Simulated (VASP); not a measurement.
# TaN (P-62m) in VASP: a series of runs, part 2 of 2

VASP 6.6.1.

## (4) Relaxation of cell and atoms, LDA

This run uses another cell than the first one, of 11.41 Å³/atom.

The input, INCAR:

```
SYSTEM = TaN
PREC = Accurate ; ENCUT = 600
EDIFF = 1E-6 ; ISMEAR = 0
SIGMA = 0.1 ; LREAL = .False.
LASPH = .True. ; NELM = 80
ALGO = Normal ; ISIF = 3
LWAVE = .False. ; LCHARG = .False.
GGA = CA ; IBRION = 2
NSW = 100 ; EDIFFG = -0.05
```

The input, KPOINTS:

```
Automatic mesh
0
Gamma
  6 6 6
  0 0 0
```

The input, POSCAR:

```
TaN
1.0
    5.2084955000      0.0000000000      0.0000000000
   -2.6042477500      4.5106894200      0.0000000000
    0.0000000000      0.0000000000      2.9147477500
Ta N
3 3
Direct
    0.0000000000      0.0000000000      0.0000000000
    0.3333333300      0.6666666700      0.5000000000
    0.6666666700      0.3333333300      0.5000000000
    0.3923921700      0.0000000000      0.0000000000
    0.6076078300      0.6076078300      0.0000000000
    0.0000000000      0.3923921700      0.0000000000
```

Command:

```sh
$ cat potpaw_LDA.64/Ta_pv/POTCAR potpaw_LDA.64/N/POTCAR > POTCAR
$ mpirun -np 1 vasp_std > vasp.out
```

It took 3.9 min on 1 thread of Intel Xeon 6975P-C (Granite Rapids), shared host; peak memory 0.21 GiB.

Results (log left out):

* Free energy: -74.1438 eV
* Relaxed volume: 11.06 Å³/atom
* Relaxed cell: a = 5.166 Å, b = 5.166 Å, c = 2.871 Å, α = 90.00°, β = 90.00°, γ = 120.00°
* Space group after relaxing (to 0.1 Å): P-62m (No. 189)
* Energy gained by relaxing: 11.8 meV/atom
* Ionic steps: 6
* Pressure after relaxing: 0.2 GPa
* Largest force after relaxing: 0.008 eV/Å
* Band gap on the k mesh: zero (bands 24 and 25 overlap by 2.89 eV)

Forces on the atoms (eV/Å):
```
Ta   0.000  0.000  0.000
Ta   0.000  0.000  0.000
Ta   0.000  0.000  0.000
N   -0.008  0.000  0.000
N    0.004  0.007  0.000
N    0.004 -0.007  0.000
```

Stress tensor (GPa, compression positive):
```
-0.11  0.00  0.00
 0.00 -0.11  0.00
 0.00  0.00  0.70
```

Step by step:
| step | energy change (eV) | largest force (eV/Å) | pressure (GPa) | volume (Å³) |
| --- | --- | --- | --- | --- |
| 1 | 0.0000 | 0.0102 | -10.20 | 68.48 |
| 2 | 0.3818 | 0.3938 | 31.57 | 61.53 |
| 3 | -0.0700 | 0.1053 | -0.24 | 66.44 |
| 4 | -0.0701 | 0.1085 | 0.04 | 66.38 |
| 5 | -0.0701 | 0.1108 | 0.26 | 66.34 |
| 6 | -0.0710 | 0.0080 | 0.16 | 66.35 |

Final structure:
```
Ta N
1.0
     5.16574    0.00000    0.00000
    -2.58287    4.47367    0.00000
     0.00000    0.00000    2.87091
Ta N
3 3
Direct
  0.00000 0.00000 0.00000
  0.33333 0.66667 0.50000
  0.66667 0.33333 0.50000
  0.39326 0.00000 0.00000
  0.60674 0.60674 0.00000
  0.00000 0.39326 0.00000
```

Levels at points of the mesh, in eV from the Fermi level:
```
           k point  band 21  band 22  band 23  band 24  band 25  band 26  band 27  band 28
(0.00, 0.00, 0.00)    -4.32    -3.31    -2.04    -1.00    -1.00     0.59     0.59     1.74
(0.50, 0.00, 0.00)    -4.04    -3.96    -2.93    -2.76     1.28     1.82     1.92     2.47
(0.00, 0.00, 0.50)    -4.37    -2.97    -2.97     1.89     1.89     2.17     2.20     2.20
(0.50, 0.00, 0.50)    -4.12    -3.36    -1.94    -1.06     0.47     1.38     3.29     3.32
```

Caveat: spin-orbit coupling is left out, which moves the levels of the heavy elements.

## (5) Single point, LDA

The input, INCAR:

```
PREC = Accurate
ENCUT = 520
EDIFF = 1E-6
ISMEAR = 0
SIGMA = 0.1
LREAL = False
LASPH = True
NELM = 80
ALGO = Normal
ISIF = 2
LWAVE = False
LCHARG = False
GGA = CA
NBANDS = 33
```

The input, KPOINTS:

```
regular mesh
0
Gamma
  12 12 18
```

The input, POSCAR:

```
TaN
1.0
    5.1490426068      0.0000000000      0.0000000000
   -2.5745213034      4.4592017026      0.0000000000
    0.0000000000      0.0000000000      2.8750949103
Ta N
3 3
Direct
    0.0000000000      0.0000000000      0.0000000000
    0.3333333333      0.6666666667      0.5000000000
    0.6666666667      0.3333333333      0.5000000000
    0.3934319999      0.0000000000      0.0000000000
    0.6065680001      0.6065680001      0.0000000000
    0.0000000000      0.3934319999      0.0000000000
```

Command:

```sh
$ cat potpaw_LDA.64/Ta_pv/POTCAR potpaw_LDA.64/N/POTCAR > POTCAR
$ mpirun -np 1 vasp_std > vasp.out
```

Wall time 6.6 min (1 thread of Intel Xeon 6975P-C (Granite Rapids), shared host); peak memory 0.4 GiB.

The run converged. Its results:

| Item | Value |
| --- | --- |
| Free energy | -74.1444 eV |
| Pressure | 1.9 GPa |
| Largest force | 0.014 eV/Å |
| Band gap on the k mesh | zero (bands 24 and 25 overlap by 3.32 eV) |

Forces in eV/Å, atoms in the order of the input:
```
Ta   0.000  0.000  0.000
Ta   0.000  0.000  0.000
Ta   0.000  0.000  0.000
N    0.014  0.000  0.000
N   -0.007 -0.012  0.000
N   -0.007  0.012  0.000
```

Levels at points of the mesh, in eV from the Fermi level:
| k point | band 22 | band 23 | band 24 | band 25 | band 26 | band 27 |
| --- | --- | --- | --- | --- | --- | --- |
| (0.00, 0.00, 0.00) | -3.38 | -2.04 | -1.03 | -1.03 | 0.51 | 0.51 |
| (0.50, 0.00, 0.00) | -4.01 | -2.95 | -2.79 | 1.23 | 1.78 | 1.90 |
| (0.00, 0.00, 0.50) | -3.02 | -3.02 | 1.89 | 1.89 | 2.08 | 2.20 |
| (0.50, 0.00, 0.50) | -3.42 | -2.00 | -1.09 | 0.44 | 1.36 | 3.30 |

Caveat: spin-orbit coupling is left out, which moves the levels of the heavy elements.

## (6) Single point, LDA

The input, INCAR:

```
PREC = Accurate
ENCUT = 520
EDIFF = 1E-6
ISMEAR = -1
SIGMA = 0.15
LREAL = False
LASPH = True
NELM = 100
ALGO = Normal
ISIF = 2
LWAVE = False
LCHARG = False
NBANDS = 33
```

KPOINTS is that of step 5.

The input, POSCAR:

```
TaN
1.0
    5.1489486535      0.0000000000      0.0000000000
   -2.5744743267      4.4591203367      0.0000000000
    0.0000000000      0.0000000000      2.8755558760
Ta N
3 3
Direct
    0.0000000000      0.0000000000      0.0000000000
    0.3333333333      0.6666666667      0.5000000000
    0.6666666667      0.3333333333      0.5000000000
    0.3934010919      0.0000000000      0.0000000000
    0.6065989081      0.6065989081      0.0000000000
    0.0000000000      0.3934010919      0.0000000000
```

Potentials or basis: VASP PAW LDA potentials, release 64 (Ta_pv, N).

Command:

```sh
$ cat potpaw_LDA.64/Ta_pv/POTCAR potpaw_LDA.64/N/POTCAR > POTCAR
$ mpirun -np 1 vasp_std > vasp.out
```

It took 6.3 min on 1 thread of Intel Xeon 6975P-C (Granite Rapids), shared host; peak memory 0.4 GiB.

It converged, with:

```
Free energy            : -74.1666 eV
Pressure               : 2.0 GPa
Largest force          : 0.013 eV/Å
Band gap on the k mesh : zero (bands 24 and 25 overlap by 3.32 eV)
```

Forces on the atoms (eV/Å):
```
Ta   0.000  0.000  0.000
Ta   0.000  0.000  0.000
Ta   0.000  0.000  0.000
N    0.013  0.000  0.000
N   -0.006 -0.011  0.000
N   -0.006  0.011  0.000
```

Levels at points of the mesh, in eV from the Fermi level:
```csv
k point,band 22,band 23,band 24,band 25,band 26,band 27
"(0.00, 0.00, 0.00)",-3.32,-1.98,-0.97,-0.97,0.57,0.57
"(0.50, 0.00, 0.00)",-3.95,-2.89,-2.73,1.29,1.84,1.96
"(0.00, 0.00, 0.50)",-2.96,-2.96,1.95,1.95,2.13,2.26
"(0.50, 0.00, 0.50)",-3.36,-1.95,-1.03,0.50,1.42,3.36
```

Caveat: spin-orbit coupling is left out, which moves the levels of the heavy elements.

## (7) Summary

```csv
task,cell,k mesh,cutoff (eV),smearing,gap on the mesh (eV),pressure (GPa),largest force (eV/Å)
single point,"a = 5.154, b = 5.154, c = 2.871 Å, angles 90.0, 90.0, 120.0°, 6 atoms, atomic positions A",6 × 6 × 6,520,gaussian 0.1 eV,none,1.8,-
single point,"a = 5.208, b = 5.208, c = 2.915 Å, angles 90.0, 90.0, 120.0°, 6 atoms, atomic positions B",6 × 6 × 6,520,gaussian 0.1 eV,none,-10.2,0.01
relaxation of cell and atoms,"relaxed from a = 5.208, b = 5.208, c = 2.915 Å, angles 90.0, 90.0, 120.0°, 6 atoms, atomic positions B",6 × 6 × 6,600,gaussian 0.1 eV,none,0.2,0.01
single point,"a = 5.149, b = 5.149, c = 2.875 Å, angles 90.0, 90.0, 120.0°, 6 atoms, atomic positions A",12 × 12 × 18,520,gaussian 0.1 eV,none,1.9,0.01
single point,"a = 5.149, b = 5.149, c = 2.876 Å, angles 90.0, 90.0, 120.0°, 6 atoms, atomic positions A",12 × 12 × 18,520,fermi-dirac 0.15 eV,none,2.0,0.01
```

Alike in all rows: level LDA; potentials or basis VASP PAW LDA potentials, release 64 (Ta_pv, N); no spin polarisation.

Caveats: some runs use coarse meshes; spin-orbit coupling is left out, which moves the levels of the heavy elements; the cell stands under tension (at least some runs).

Total energies depend on the potentials used, so only differences within one code and one set of settings carry meaning.
